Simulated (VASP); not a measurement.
Set up this calculation in VASP 6.6.1, as the native input.

```
Task                   : single point
Functional             : SVWN5
Potentials or basis    : VASP PAW PBE potentials, release 64 (Hf_pv, O)
Cutoff                 : 520 eV
k mesh                 : 5 × 5 × 5
Occupations            : fermi-dirac, width 0.05 eV
Spin                   : no spin polarisation
Dipole correction      : no
Further INCAR settings : ALGO = Normal; EDIFF = 1e-06; NBANDS = 56
```

The structure of HfO2 lies in POSCAR:

```
HfO2
1.0
    5.0464001250      0.0000000000     -0.0106165842
    0.0000000000      5.1390393450      0.0000000000
   -0.8574659695      0.0000000000      5.1445130652
Hf O
4 8
Direct
    0.2777887191      0.4572181340      0.7083036216
    0.7222112809      0.9572181340      0.7916963784
    0.7222112809      0.5427818660      0.2916963784
    0.2777887191      0.0427818660      0.2083036216
    0.0728304214      0.1592791798      0.8378740849
    0.9271695786      0.6592791798      0.6621259151
    0.9271695786      0.8407208202      0.1621259151
    0.0728304214      0.3407208202      0.3378740849
    0.4462493840      0.7414857925      0.9812718037
    0.5537506160      0.2414857925      0.5187281963
    0.5537506160      0.2585142075      0.0187281963
    0.4462493840      0.7585142075      0.4812718037
```

The input as run:

INCAR

```
SYSTEM = HfO2
PREC     = Accurate       ! precision mode
ENCUT    = 520            ! plane-wave cutoff, eV
EDIFF    = 1E-6           ! SCF threshold, eV
ISMEAR   = -1             ! smearing method
SIGMA    = 0.05           ! smearing width, eV
LREAL    = .FALSE.        ! projectors in reciprocal space
LASPH    = .TRUE.         ! aspherical terms in the spheres
NELM     = 60             ! most SCF steps
ALGO     = Normal         ! electronic algorithm
ISIF     = 2              ! what is computed and relaxed
LWAVE    = .FALSE.        ! write WAVECAR
LCHARG   = .TRUE.         ! write CHGCAR
GGA      = VW             ! functional
LELF     = .TRUE.         ! ELF
LVHAR    = .TRUE.       
NBANDS   = 56             ! bands
```

KPOINTS

```
Automatic mesh
0
G
  5 5 5
  0 0 0
```

Potentials or basis: VASP PAW PBE potentials, release 64 (Hf_pv, O).

Run with:

```sh
$ cat potpaw_PBE.64/Hf_pv/POTCAR potpaw_PBE.64/O/POTCAR > POTCAR
$ mpirun -np 1 vasp_std > vasp.out
```

It gave:

```yaml
Pressure: -2.9 GPa
Largest_force: 0.064 eV/Å
Band_gap_on_the_k_mesh: 3.97 eV, indirect (least direct gap 4.04 eV)
```

Caveat: the PAW data sets were made with another functional, which shifts forces and pressure a little; spin-orbit coupling is left out, which moves the levels of the heavy elements.

It took 7 min on 1 thread of AMD EPYC 7R43 64-Core Processor (Zen 3), on a shared host, peak memory 0.29 GiB.
